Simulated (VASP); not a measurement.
# NaTiPt3 (Pm-3m) in VASP: density of states with PBE

Aim: the density of states of NaTiPt3 with PBE.

Everything below comes from runs of VASP 6.6.1. Logs are shortened: lines on timing, memory, paths and dates and some standing lists are left out, and cuts for length are marked.

**1. The cell of the first run**

Symmetry: Pm-3m, No. 221, cubic system. Conventional cell: a = 4.766 Å, b = 4.766 Å, c = 4.766 Å, α = 90.00°, β = 90.00°, γ = 90.00°. Within 4.4 Å of Na (site symmetry m-3m) lie 12 Pt at 3.37 Å and 8 Ti at 4.13 Å. Ti (site symmetry m-3m) has 6 Pt at 2.38 Å within 3.1 Å. Pt (site symmetry 4/mmm) has 2 Ti at 2.38 Å within 3.1 Å.

**2. Density of states, PBE**

Contents of POSCAR:

```
NaTiPt3
1.0
    4.7662770129      0.0000000000      0.0000000000
    0.0000000000      4.7662770129      0.0000000000
    0.0000000000      0.0000000000      4.7662770129
Na Ti Pt
1 1 3
Direct
    0.0000000000      0.0000000000      0.0000000000
    0.5000000000      0.5000000000      0.5000000000
    0.0000000000      0.5000000000      0.5000000000
    0.5000000000      0.0000000000      0.5000000000
    0.5000000000      0.5000000000      0.0000000000
```

Contents of INCAR.step1:

```
PREC = Accurate
ENCUT = 520
EDIFF = 1E-7
ISMEAR = 0
SIGMA = 0.1
LREAL = False
LASPH = True
NELM = 60
ALGO = Fast
ISIF = 2
LWAVE = False
LCHARG = True
LMAXMIX = 4
GGA = PE
NBANDS = 32
```

Contents of KPOINTS.step1:

```
regular mesh
0
Gamma
  8 8 8
```

Contents of INCAR.step2:

```
PREC = Accurate
ENCUT = 520
EDIFF = 1E-7
ISMEAR = -5
SIGMA = 0.1
LREAL = False
LASPH = True
NELM = 60
ALGO = Fast
ISIF = 2
LWAVE = False
LCHARG = False
LMAXMIX = 4
GGA = PE
LORBIT = 11
NEDOS = 1001
ICHARG = 11
```

Contents of KPOINTS.step2:

```
regular mesh
0
Gamma
  12 12 12
```

Potentials or basis: VASP PAW PBE potentials, release 64 (Na_pv, Ti_sv, Pt).

Started as:

```
> cat potpaw_PBE.64/Na_pv/POTCAR potpaw_PBE.64/Ti_sv/POTCAR potpaw_PBE.64/Pt/POTCAR > POTCAR
> cp INCAR.step1 INCAR
> cp KPOINTS.step1 KPOINTS
> mpirun -np 1 vasp_std > vasp.out
> cp INCAR.step2 INCAR
> cp KPOINTS.step2 KPOINTS
> mpirun -np 1 vasp_std > vasp.out
```

OUTCAR:

```text
PREC = Accurate
   ENCUT = 520
   EDIFF = 1E-7
   ISMEAR = -5
   LREAL = False
   LASPH = True
   NELM = 60
   ISIF = 2
   GGA = PE
   LORBIT = 11
   ICHARG = 11

 ion  position               nearest neighbor table
   1  0.000  0.000  0.000-
   2  0.500  0.500  0.500-   3 2.38   4 2.38   5 2.38   5 2.38   4 2.38   3 2.38
   3  0.000  0.500  0.500-   2 2.38   2 2.38   5 3.37   5 3.37   4 3.37   4 3.37   4 3.37   5 3.37
                             5 3.37   4 3.37
   4  0.500  0.000  0.500-   2 2.38   2 2.38   5 3.37   5 3.37   3 3.37   3 3.37   5 3.37   5 3.37
                             3 3.37   3 3.37
   5  0.500  0.500  0.000-   2 2.38   2 2.38   4 3.37   3 3.37   3 3.37   4 3.37   4 3.37   4 3.37
                             3 3.37   3 3.37

  LATTYP: Found a simple cubic cell.
 ALAT       =     4.7662770129

  Lattice vectors:

 A1 = (   4.7662770129,   0.0000000000,   0.0000000000)
 A2 = (   0.0000000000,   4.7662770129,   0.0000000000)
 A3 = (   0.0000000000,   0.0000000000,   4.7662770129)

Analysis of symmetry for initial positions (statically):
=====================================================================
 Subroutine PRICEL returns:
 Original cell was already a primitive cell.

 Routine SETGRP: Setting up the symmetry group for a
 simple cubic supercell.

 Subroutine GETGRP returns: Found 48 space group operations
 (whereof 48 operations were pure point group operations)
 out of a pool of 48 trial point group operations.

The static configuration has the point symmetry O_h .

Analysis of symmetry for dynamics (positions and initial velocities):
=====================================================================
 Subroutine PRICEL returns:
 Original cell was already a primitive cell.

 Routine SETGRP: Setting up the symmetry group for a
 simple cubic supercell.

 Subroutine GETGRP returns: Found 48 space group operations
 (whereof 48 operations were pure point group operations)
 out of a pool of 48 trial point group operations.

The dynamic configuration has the point symmetry O_h .

 Subroutine INISYM returns: Found 48 space group operations
 (whereof 48 operations are pure point group operations),
 and found     1 'primitive' translations

----------------------------------------------------------------------------------------

                                     Primitive cell

  volume of cell :     108.2774

  direct lattice vectors                    reciprocal lattice vectors
     4.766277013  0.000000000  0.000000000     0.209807361  0.000000000  0.000000000
     0.000000000  4.766277013  0.000000000     0.000000000  0.209807361  0.000000000
     0.000000000  0.000000000  4.766277013     0.000000000  0.000000000  0.209807361

  length of vectors
     4.766277013  4.766277013  4.766277013     0.209807361  0.209807361  0.209807361

  position of ions in fractional coordinates (direct lattice)
     0.000000000  0.000000000  0.000000000
     0.500000000  0.500000000  0.500000000
     0.000000000  0.500000000  0.500000000
     0.500000000  0.000000000  0.500000000
     0.500000000  0.500000000  0.000000000

  ion indices of the primitive-cell ions
   primitive index   ion index
                 1           1
                 2           2
                 3           3
                 4           4
                 5           5

----------------------------------------------------------------------------------------

 KPOINTS: regular mesh

Automatic generation of k-mesh.
 Grid dimensions read from file:
 generate k-points for:   12   12   12

 Generating k-lattice:

  Cartesian coordinates                     Fractional coordinates (reciprocal lattice)
     0.017483947  0.000000000  0.000000000     0.083333333  0.000000000  0.000000000
     0.000000000  0.017483947  0.000000000     0.000000000  0.083333333  0.000000000
     0.000000000  0.000000000  0.017483947     0.000000000  0.000000000  0.083333333

  Length of vectors
     0.017483947  0.017483947  0.017483947

  Shift w.r.t. Gamma in fractional coordinates (k-lattice)
     0.000000000  0.000000000  0.000000000

 TETIRR: Found    854 inequivalent tetrahedra from    10368

 Subroutine IBZKPT returns following result:
 ===========================================

 Found     84 irreducible k-points:

 Following reciprocal coordinates:
            Coordinates               Weight
  0.000000  0.000000  0.000000      1.000000
  0.083333  0.000000  0.000000      6.000000
  0.166667  0.000000  0.000000      6.000000
  0.250000  0.000000  0.000000      6.000000
  0.333333  0.000000  0.000000      6.000000
  0.416667  0.000000  0.000000      6.000000
[... 16 lines left out ...]
  0.333333  0.333333  0.000000     12.000000
  0.416667  0.333333  0.000000     24.000000
 [... further k-points ...]
   k-points           NKPTS =     84   k-points in BZ     NKDIM =     84   number of bands    NBANDS=     29
   number of dos      NEDOS =   1001   number of ions     NIONS =      5
   total plane-waves  NPLWV =  46656
   dimension x,y,z NGX =    36 NGY =   36 NGZ =   36
   dimension x,y,z NGXF=    72 NGYF=   72 NGZF=   72
   ions per type =               1   1   3
   NGX,Y,Z   is equivalent  to a cutoff of  12.56, 12.56, 12.56 a.u.
   NGXF,Y,Z  is equivalent  to a cutoff of  25.11, 25.11, 25.11 a.u.
 SYSTEM =  unknown system
   PREC   = accura    normal or accurate (medium, high low for compatibility)
   ISTART =      0    job   : 0-new  1-cont  2-samecut
   ICHARG =     11    charge: 1-file 2-atom 10-const
   ISPIN  =      1    spin polarized calculation?
   LNONCOLLINEAR =      F non collinear calculations
   LSORBIT =      F    spin-orbit coupling
   LASPH  =      T    aspherical Exc in radial PAW
   ENCUT  =  520.0 eV  38.22 Ry    6.18 a.u.   8.86  8.86  8.86*2*pi/ulx,y,z
   NELM   =     60;   NELMIN=  2; NELMDL=  0     # of ELM steps
   EDIFF  = 0.1E-06   stopping-criterion for ELM
   LREAL  =      F    real-space projection
   EDIFFG = 0.1E-05   stopping-criterion for IOM
   NSW    =      0    number of steps for IOM
   IBRION =     -1    ionic relax: 0-MD 1-quasi-New 2-CG
   NFREE  =      0    steps in history (QN), initial steepest desc. (CG)
   ISIF   =      2    stress and relaxation
   ISYM   =      2    0-nonsym 1-usesym 2-fastsym
   POTIM  = 0.5000    time-step for ionic-motion
   TEBEG  =    0.0;   TEEND  =   0.0 temperature during run
   PSTRESS=    0.0 pullay stress
   NELECT =      49.0000    total number of electrons
   NUPDOWN=      -1.0000    fix difference up-down
   EMIN   =  10.00;   EMAX   =-10.00  energy-range for DOS
   EFERMI =   0.00;   METHOD = LEGACY
   ISMEAR =    -5;   SIGMA  =   0.10  broadening in eV -4-tet -1-fermi 0-gaus
   EFERMI_NEDOS =   21; number of points for ismear=-14 and -15
   IALGO  =     68    algorithm
   IMIX   =      4    mixing-type and parameters
     AMIX     =   0.40;   BMIX     =  1.00
     AMIX_MAG =   1.60;   BMIX_MAG =  1.00
  volume/ion in A,a.u.               =      21.66       146.14
  Fermi-wavevector in a.u.,A,eV,Ry     =   1.256881  2.375161 21.493810  1.579750
  Thomas-Fermi vector in A             =   2.390568
   LORBIT       =     11    0 simple, 1 ext, 2 COOP (PROOUT), +10 PAW based schemes
   GGA     = PE    functional components
   LHFCALC =     F    Hartree Fock is set to
   AEXX    =    0.0000 exact exchange contribution
   IVDW    =     0    specifies the selected vdW correction
   LEPSILON=     F    determine dielectric tensor
   LRPA    =     F    only Hartree local field effects (RPA)
 non-spin polarized calculation
 RMM-DIIS sequential band-by-band and
 Fermi weights with tetrahedron method with Bloechl corrections
  energy-cutoff  :      520.00
  volume of cell :      108.28
 maximum number of plane-waves:      2968
 NGX is ok and might be reduce to    36

 number of electron      48.9999996 magnetization

 Free energy of the ion-electron system (eV)
  ---------------------------------------------------
  ext. energy  EPLUGINS =         0.00000000
  ---------------------------------------------------
  free energy    TOTEN  =       -26.39210404 eV

  energy without entropy =      -26.39210404  energy(sigma->0) =      -26.39210404

 E-fermi :   4.8489     XC(G=0): -10.2400

 val. band max:        4.9209716326   @ k =   0.1667   0.1667   0.0000
 cond. band min:       4.7098712013   @ k =   0.3333   0.3333   0.3333
 fundamental gap:     -0.2111004314
 Fermi energy:         4.8488522287

 k-point     1 :       0.0000    0.0000    0.0000
  band No.  band energies     occupation
      1     -52.5685      2.00000
      2     -28.8441      2.00000
      3     -28.8441      2.00000
      4     -28.8441      2.00000
      5     -18.2619      2.00000
      6     -18.2619      2.00000
[... 21 lines left out ...]
     28       6.4696      0.00000
     29       7.6204      0.00000

 k-point     2 :       0.0833    0.0000    0.0000
  band No.  band energies     occupation
      1     -52.5681      2.00000
      2     -28.8483      2.00000
      3     -28.8442      2.00000
      4     -28.8442      2.00000
      5     -18.2620      2.00000
      6     -18.2619      2.00000
[... 21 lines left out ...]
     28       6.6698      0.00000
     29       7.6219      0.00000

 k-point     3 :       0.1667    0.0000    0.0000
  band No.  band energies     occupation
      1     -52.5671      2.00000
      2     -28.8598      2.00000
      3     -28.8445      2.00000
      4     -28.8445      2.00000
      5     -18.2624      2.00000
      6     -18.2619      2.00000
[... 638 lines left out ...]
      5     -18.2632      2.00000
      6     -18.2630      2.00000
[... 21 lines left out ...]
     28       6.6971      0.00000
     29       6.8196      0.00000

 k-point    24 :       0.4167    0.3333    0.0000
  band No.  band energies     occupation
      1     -52.5591      2.00000
      2     -28.9037      2.00000
      3     -28.8926      2.00000
      4     -28.8468      2.00000
      5     -18.2634      2.00000
      6     -18.2630      2.00000
[... 21 lines left out ...]
     28       6.4609      0.00000
     29       6.8437      0.00000

 [... further k-points ...]
[... 5 lines left out ...]
  --------------------------------------------------------------------------------------
  -------------------------------------------------------------------------------------
  Total        0.0771834      0.0771834      0.0771834      0.0000000     -0.0000000      0.0000000
  in kB        1.1420803      1.1420803      1.1420803      0.0000000     -0.0000000      0.0000000
  external PRESSURE =       1.1420803 kB  Pullay stress =       0.0000000 kB

 VOLUME and BASIS-vectors are now :
 -----------------------------------------------------------------------------
  energy-cutoff  :      520.00
  volume of cell :      108.28
      direct lattice vectors                 reciprocal lattice vectors
     4.766277013  0.000000000  0.000000000     0.209807361  0.000000000  0.000000000
     0.000000000  4.766277013  0.000000000     0.000000000  0.209807361  0.000000000
     0.000000000  0.000000000  4.766277013     0.000000000  0.000000000  0.209807361

 POSITION                                       TOTAL-FORCE (eV/Angst)
 -----------------------------------------------------------------------------------
      0.00000      0.00000      0.00000         0.000000      0.000000      0.000000
      2.38314      2.38314      2.38314         0.000000      0.000000      0.000000
      0.00000      2.38314      2.38314         0.000000      0.000000      0.000000
      2.38314      0.00000      2.38314         0.000000      0.000000      0.000000
      2.38314      2.38314      0.00000         0.000000      0.000000      0.000000
 -----------------------------------------------------------------------------------
    total drift:                                0.000000      0.000000      0.000000

  FREE ENERGIE OF THE ION-ELECTRON SYSTEM (eV)
  ---------------------------------------------------
  free  energy   TOTEN  =       -26.3921040432 eV

  energy  without entropy=      -26.3921040432  energy(sigma->0) =      -26.39210404

 total charge

# of ion       s       p       d       tot
------------------------------------------
    1        0.046   5.973   0.000   6.019
    2        2.296   6.216   2.063  10.575
    3        0.712   0.237   8.190   9.139
    4        0.712   0.237   8.190   9.139
    5        0.712   0.237   8.190   9.139
--------------------------------------------------
tot          4.477  12.901  26.631  44.010
```

Run time: 9.3 min. Hardware: 1 thread of Intel Xeon 6975P-C (Granite Rapids), shared host; peak memory 0.38 GiB.

Results:

| Property | Result |
| --- | --- |
| Valence electrons inside the program's atomic spheres | Na 6.02; Ti 10.57; Pt 9.14 |

Caveat: spin-orbit coupling is left out, which moves the levels of the heavy elements; tetrahedron occupations give inexact forces and stress in metals.
